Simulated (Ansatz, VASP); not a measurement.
Two plane-wave programs on ZrO5

```
Zr O
1.0
     3.83116    0.00000    0.00000
    -1.91558    3.31788    0.00000
     0.00000    0.00000    4.94881
Zr O
1 5
Direct
  0.00000 0.00000 0.50000
  0.76166 0.00000 0.00000
  0.23834 0.23834 0.00000
  0.00000 0.76166 0.00000
  0.66667 0.33333 0.50000
  0.33333 0.66667 0.50000
```

Change from the starting cell: species swapped into the MgSn5 type (P-62m, No. 189).

Alike in both runs: functional PBE; k mesh 12 × 12 × 8; occupations gaussian, width 0.1 eV; no spin polarisation.

Ansatz relaxed the structure, and its values are those at the end. VASP's run is a single point on that final structure, the one shown.

|  | VASP | Ansatz |
| --- | --- | --- |
| version | VASP 6.6.1 | Ansatz 0.2.0 |
| potentials or method | VASP PAW PBE potentials, release 64 (Zr_sv, O), cutoff 520 eV | scalar-relativistic, plane waves, PAW |
| valence electrons in the cell | 42 | 42 |

Ansatz gave:

| Quantity | Value |
| --- | --- |
| gap on the k mesh at the Fermi level (eV) | none |
| pressure (GPa) | 0.0 |
| rms of the force components (eV/Å) | 0.000 |

Problem. Estimate VASP's values.

Solution. gap on the k mesh at the Fermi level (eV): none; pressure (GPa): 0.5; rms of the force components (eV/Å): 0.105.

A gap of «none» marks a metal or a gap that the smearing closes.
